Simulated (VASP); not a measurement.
# Y3LuO2 (P4mm) in VASP: single point with PBE

Aim: the single point of Y3LuO2 with PBE.

Program: VASP 6.6.1. These are calculated values, not measurements. Logs are shortened: lines on timing, memory, paths and dates and some standing lists are left out, and cuts for length are marked.

### Step 1. The cell of the first run

It takes space group P4mm (No. 99, tetragonal). Conventional cell: a = 4.555 Å, b = 4.555 Å, c = 6.439 Å, α = 90.00°, β = 90.00°, γ = 90.00°. Y (site symmetry 2mm) has 4 O at 2.35 Å and 4 Y at 3.22 Å within 3.3 Å. Within 2.9 Å of Y (site symmetry 4mm) lie 1 O at 2.19 Å. Lu (site symmetry 4mm) has 1 O at 2.15 Å within 2.8 Å. O (site symmetry 4mm) has 1 Lu at 2.15 Å and 4 Y at 2.35 Å within 2.8 Å. Within 2.9 Å of O (site symmetry 4mm) lie 5 Y at 2.19 to 2.35 Å.

The cell was generated, and may not be a known phase.

### Step 2. Single point, PBE

INCAR reads:

```
SYSTEM = Y3LuO2
PREC = Accurate
ENCUT = 1340
EDIFF = 1E-6
ISMEAR = 0
SIGMA = 0.1
LREAL = .False.
LASPH = .True.
NELM = 120
ALGO = Normal
ISIF = 2
LWAVE = .False.
LCHARG = .False.
GGA = PE
NBANDS = 44
GGA_COMPAT = .False.
```

KPOINTS reads:

```
regular mesh
0
Gamma
  4 4 4
  0 0 0
```

POSCAR reads:

```
Y3LuO2
1.0
    4.5549402962      0.0000000000      0.0000000000
    0.0000000000      4.5549402962      0.0000000000
    0.0000000000      0.0000000000      6.4393142479
Y Lu O
3 1 2
Direct
    0.5000000000      0.0000000000      0.9978850121
    0.0000000000      0.5000000000      0.9978850121
    0.0000000000      0.0000000000      0.4306880106
    0.5000000000      0.5000000000      0.5749111237
    0.5000000000      0.5000000000      0.9081951440
    0.0000000000      0.0000000000      0.0904357274
```

Potentials or basis: VASP PAW PBE potentials, release 64 (Y_sv, Lu, O_h).

Started as:

```bash
cat potpaw_PBE.64/Y_sv/POTCAR potpaw_PBE.64/Lu/POTCAR potpaw_PBE.64/O_h/POTCAR > POTCAR
mpirun -np 1 vasp_std > vasp.out
```

OUTCAR:

```text
SYSTEM = Y3LuO2
   PREC = Accurate
   ENCUT = 1340
   EDIFF = 1E-6
   ISMEAR = 0
   LREAL = .False.
   LASPH = .True.
   NELM = 120
   ISIF = 2
   GGA = PE

 ion  position               nearest neighbor table
   1  0.500  0.000  0.998-   5 2.35   5 2.35   6 2.35   6 2.35   2 3.22   2 3.22   2 3.22   2 3.22
                             4 3.55   4 3.55   3 3.60   3 3.60   3 4.30   3 4.30
   2  0.000  0.500  0.998-   5 2.35   5 2.35   6 2.35   6 2.35   1 3.22   1 3.22   1 3.22   1 3.22
                             4 3.55   4 3.55   3 3.60   3 3.60   3 4.30   3 4.30
   3  0.000  0.000  0.431-   6 2.19   4 3.35   4 3.35   4 3.35   4 3.35   1 3.60   1 3.60   2 3.60
                             2 3.60   1 4.30   2 4.30   1 4.30   2 4.30
   4  0.500  0.500  0.575-   5 2.15   3 3.35   3 3.35   3 3.35   3 3.35   1 3.55   2 3.55   2 3.55
                             1 3.55
   5  0.500  0.500  0.908-   4 2.15   2 2.35   1 2.35   1 2.35   2 2.35
   6  0.000  0.000  0.090-   3 2.19   2 2.35   1 2.35   2 2.35   1 2.35

  LATTYP: Found a simple tetragonal cell.
 ALAT       =     4.5549402962
 C/A-ratio  =     1.4136989355

  Lattice vectors:

 A1 = (   4.5549402962,   0.0000000000,   0.0000000000)
 A2 = (   0.0000000000,   4.5549402962,   0.0000000000)
 A3 = (   0.0000000000,   0.0000000000,   6.4393142479)

Analysis of symmetry for initial positions (statically):
=====================================================================
 Subroutine PRICEL returns:
 Original cell was already a primitive cell.

 Routine SETGRP: Setting up the symmetry group for a
 simple tetragonal supercell.

 Subroutine GETGRP returns: Found  8 space group operations
 (whereof  8 operations were pure point group operations)
 out of a pool of 16 trial point group operations.

The static configuration has the point symmetry C_4v.

Analysis of symmetry for dynamics (positions and initial velocities):
=====================================================================
 Subroutine PRICEL returns:
 Original cell was already a primitive cell.

 Routine SETGRP: Setting up the symmetry group for a
 simple tetragonal supercell.

 Subroutine GETGRP returns: Found  8 space group operations
 (whereof  8 operations were pure point group operations)
 out of a pool of 16 trial point group operations.

The dynamic configuration has the point symmetry C_4v.

 Subroutine INISYM returns: Found  8 space group operations
 (whereof  8 operations are pure point group operations),
 and found     1 'primitive' translations

[... 96 lines left out ...]
   LREAL  =      F    real-space projection
   EDIFFG = 0.1E-04   stopping-criterion for IOM
   NSW    =      0    number of steps for IOM
   IBRION =     -1    ionic relax: 0-MD 1-quasi-New 2-CG
   NFREE  =      0    steps in history (QN), initial steepest desc. (CG)
   ISIF   =      2    stress and relaxation
   ISYM   =      2    0-nonsym 1-usesym 2-fastsym
   POTIM  = 0.5000    time-step for ionic-motion
   TEBEG  =    0.0;   TEEND  =   0.0 temperature during run
   PSTRESS=    0.0 pullay stress
   NELECT =      70.0000    total number of electrons
   NUPDOWN=      -1.0000    fix difference up-down
   EMIN   =  10.00;   EMAX   =-10.00  energy-range for DOS
   EFERMI =   0.00;   METHOD = LEGACY
   ISMEAR =     0;   SIGMA  =   0.10  broadening in eV -4-tet -1-fermi 0-gaus
   EFERMI_NEDOS =   21; number of points for ismear=-14 and -15
   IALGO  =     38    algorithm
   IMIX   =      4    mixing-type and parameters
     AMIX     =   0.40;   BMIX     =  1.00
     AMIX_MAG =   1.60;   BMIX_MAG =  1.00
  volume/ion in A,a.u.               =      22.27       150.26
  Fermi-wavevector in a.u.,A,eV,Ry     =   1.319793  2.494047 23.699359  1.741854
  Thomas-Fermi vector in A             =   2.449666
   LORBIT       =      0    0 simple, 1 ext, 2 COOP (PROOUT), +10 PAW based schemes
   GGA     = PE    functional components
   LHFCALC =     F    Hartree Fock is set to
   AEXX    =    0.0000 exact exchange contribution
   IVDW    =     0    specifies the selected vdW correction
   LEPSILON=     F    determine dielectric tensor
   LRPA    =     F    only Hartree local field effects (RPA)
 non-spin polarized calculation
 Gauss-broadening in eV      SIGMA  =   0.10
  energy-cutoff  :     1340.00
  volume of cell :      133.60
 maximum number of plane-waves:     14935
   NGX = 27   NGY = 27   NGZ = 39

 number of electron      70.0000000 magnetization

 Free energy of the ion-electron system (eV)
  ---------------------------------------------------
  ext. energy  EPLUGINS =         0.00000000
  ---------------------------------------------------
  free energy    TOTEN  =       -44.90586558 eV

  energy without entropy =      -44.90449324  energy(sigma->0) =      -44.90517941

 E-fermi :   3.6792     XC(G=0): -10.0546

 val. band max:        3.5409679542   @ k =   0.2500   0.0000   0.5000
 cond. band min:       3.8104482193   @ k =   0.2500   0.0000   0.0000
 fundamental gap:      0.2694802651
 Fermi energy:         3.6792116154

 k-point     1 :       0.0000    0.0000    0.0000
  band No.  band energies     occupation
      1     -52.7456      2.00000
      2     -39.2242      2.00000
      3     -39.0475      2.00000
      4     -39.0198      2.00000
      5     -23.5089      2.00000
      6     -23.4504      2.00000
[... 835 lines left out ...]
     43       6.7670      0.00000
     44       6.8535      0.00000

------------------------ aborting loop because EDIFF is reached ----------------------------------------

  FORCE on cell =-STRESS in cart. coord.  units (eV):
  Direction    XX          YY          ZZ          XY          YZ          ZX
  --------------------------------------------------------------------------------------
  -------------------------------------------------------------------------------------
  Total       -0.1169625     -0.1169625      0.1079108      0.0000000      0.0000000     -0.0000000
  in kB       -1.4026590     -1.4026590      1.2941085      0.0000000      0.0000000     -0.0000000
  external PRESSURE =      -0.5037365 kB  Pullay stress =       0.0000000 kB

 VOLUME and BASIS-vectors are now :
 -----------------------------------------------------------------------------
  energy-cutoff  :     1340.00
  volume of cell :      133.60
      direct lattice vectors                 reciprocal lattice vectors
     4.554940296  0.000000000  0.000000000     0.219541846  0.000000000  0.000000000
     0.000000000  4.554940296  0.000000000     0.000000000  0.219541846  0.000000000
     0.000000000  0.000000000  6.439314248     0.000000000  0.000000000  0.155296040

 POSITION                                       TOTAL-FORCE (eV/Angst)
 -----------------------------------------------------------------------------------
      2.27747      0.00000      6.42570        -0.000000     -0.000000      0.002556
      0.00000      2.27747      6.42570        -0.000000     -0.000000      0.002556
      0.00000      0.00000      2.77334         0.000000     -0.000000     -0.001863
      2.27747      2.27747      3.70203        -0.000000      0.000000     -0.091902
      2.27747      2.27747      5.84815        -0.000000      0.000000      0.097465
      0.00000      0.00000      0.58234        -0.000000     -0.000000     -0.008811
 -----------------------------------------------------------------------------------
    total drift:                                0.000000      0.000000      0.000350

  FREE ENERGIE OF THE ION-ELECTRON SYSTEM (eV)
  ---------------------------------------------------
  free  energy   TOTEN  =       -44.9058655754 eV

  energy  without entropy=      -44.9044932411  energy(sigma->0) =      -44.90517941
```

OSZICAR:

```text
N       E                     dE             d eps       ncg     rms          rms(c)
DAV:   1     0.916705127499E+03    0.91671E+03   -0.51787E+04  2280   0.669E+03
DAV:   2     0.115710844361E+03   -0.80099E+03   -0.77002E+03  1984   0.107E+03
DAV:   3    -0.278417832828E+02   -0.14355E+03   -0.13836E+03  2068   0.232E+02
DAV:   4    -0.497780935221E+02   -0.21936E+02   -0.21510E+02  2520   0.656E+01
DAV:   5    -0.511667511992E+02   -0.13887E+01   -0.13828E+01  2488   0.163E+01    0.446E+01
DAV:   6    -0.447691584337E+02    0.63976E+01   -0.31857E+01  2152   0.274E+01    0.410E+01
DAV:   7    -0.449587195590E+02   -0.18956E+00   -0.51631E+00  2172   0.134E+01    0.236E+01
DAV:   8    -0.449857427594E+02   -0.27023E-01   -0.18327E+00  2528   0.966E+00    0.328E+00
DAV:   9    -0.449001482668E+02    0.85594E-01   -0.47467E-01  2608   0.547E+00    0.933E-01
DAV:  10    -0.449083258766E+02   -0.81776E-02   -0.15573E-01  1988   0.179E+00    0.806E-01
DAV:  11    -0.449057351765E+02    0.25907E-02   -0.15520E-02  2424   0.107E+00    0.260E-01
DAV:  12    -0.449058928728E+02   -0.15770E-03   -0.50690E-03  2448   0.516E-01    0.860E-02
DAV:  13    -0.449058855615E+02    0.73113E-05   -0.11489E-03  2528   0.283E-01    0.600E-02
DAV:  14    -0.449058626437E+02    0.22918E-04   -0.19262E-04  2468   0.135E-01    0.262E-02
DAV:  15    -0.449058679808E+02   -0.53371E-05   -0.52414E-05  2360   0.370E-02    0.149E-02
DAV:  16    -0.449058655264E+02    0.24544E-05   -0.73846E-06  1988   0.255E-02    0.423E-03
DAV:  17    -0.449058655754E+02   -0.49024E-07   -0.39681E-06  1848   0.940E-03
   1 F= -.44905866E+02 E0= -.44905179E+02  d E =-.137233E-02
```

stdout:

```text
POSCAR found type information on POSCAR Y LuO
 POSCAR found :  3 types and       6 ions
 scaLAPACK will be used
 LDA part: xc-table for (Slater+PW92), standard interpolation
 POSCAR, INCAR and KPOINTS ok, starting setup
 FFT: planning ... GRIDC
 FFT: planning ... GRID_SOFT
 FFT: planning ... GRID
 WAVECAR not read
 entering main loop
```

Run time: 14 min. Hardware: 1 thread of Intel Xeon Platinum 8375C at 2.90GHz (Ice Lake), shared host; peak memory 0.81 GiB.

Results:

* Free energy: -44.9059 eV
* Pressure: -0.1 GPa
* Largest force: 0.097 eV/Å
* Band gap on the k mesh: 0.27 eV (least direct gap 0.40 eV)

Forces on the atoms (eV/Å):
```
Y    0.000  0.000  0.003
Y    0.000  0.000  0.003
Y    0.000  0.000 -0.002
Lu   0.000  0.000 -0.092
O    0.000  0.000  0.097
O    0.000  0.000 -0.009
```

Stress tensor (GPa, compression positive):
```
-0.14  0.00  0.00
 0.00 -0.14  0.00
 0.00  0.00  0.13
```

Caveat: spin-orbit coupling is left out, which moves the levels of the heavy elements. A k mesh can miss the band edges.
